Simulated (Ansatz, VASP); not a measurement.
LiF in VASP and in Ansatz

The input INCAR:

```
ALGO = Normal ; EDIFF = 1E-6
ENCUT = 520 ; GGA = PE
ISIF = 2 ; ISMEAR = -1
LASPH = T ; LCHARG = T
LELF = T ; LREAL = F
LVHAR = T ; LWAVE = F
NBANDS = 12 ; NELM = 80
PREC = Accurate ; SIGMA = 0.02
```

File KPOINTS:

```
k-points
0
Gamma
  10 10 10
```

File POSCAR:

```
LiF
1.0
    2.6594335493      0.0000000000      0.0000000000
    0.0000000000      2.6594335493      0.0000000000
    0.0000000000      0.0000000000      2.5162584438
Li F
1 1
Direct
    0.0000000000      0.0000000000      0.0000000000
    0.5000000000      0.5000000000      0.5000000000
```

Input for Ansatz:

```yaml
crystal:
  lattice:
    - [2.6594335493, 0.0, 0.0]
    - [0.0, 2.6594335493, 0.0]
    - [0.0, 0.0, 2.5162584438]
  atoms:
    - { symbol: Li, position: [0.0, 0.0, 0.0] }
    - { symbol: F, position: [0.5, 0.5, 0.5] }
kpoints:
  mp_grid: { grid: [10, 10, 10] }
  band_path:
    path: [[0.0, 0.0, 0.0], [0.0, 0.5, 0.0], [0.5, 0.5, 0.0], [0.5, 0.5, 0.5]]
    npoints: 1
hamiltonian:
  xc: pbe
scf:
  occupations: { method: fermi_dirac, width: 0.02 }
  n_extra_bands: 4
output:
  forces: true
  stress: true
  eigenvalues: true
  write_density: true
  write_potential: true
  elf: true
  volumetric_format: npy
```

Change from the starting cell: biaxial_xy strain +5.7%.

Alike in both runs: task single point; functional PBE; k mesh 10 × 10 × 10; occupations fermi-dirac, width 0.02 eV; no spin polarisation.

```csv
,VASP,Ansatz
version,VASP 6.6.1,Ansatz 0.2.0
potentials or method,"VASP PAW PBE potentials, release 64 (Li_sv, F)","plane waves, PAW"
plane-wave cutoff (eV),520,420
valence electrons in the cell,10,10
```

Ansatz gave:

- gap on the k mesh at the Fermi level (eV): 6.75

Q: Estimate VASP's values.

A: gap on the k mesh at the Fermi level (eV): 6.76.

Noted on VASP's run: the cutoff is short for stress, so the pressure is rough.
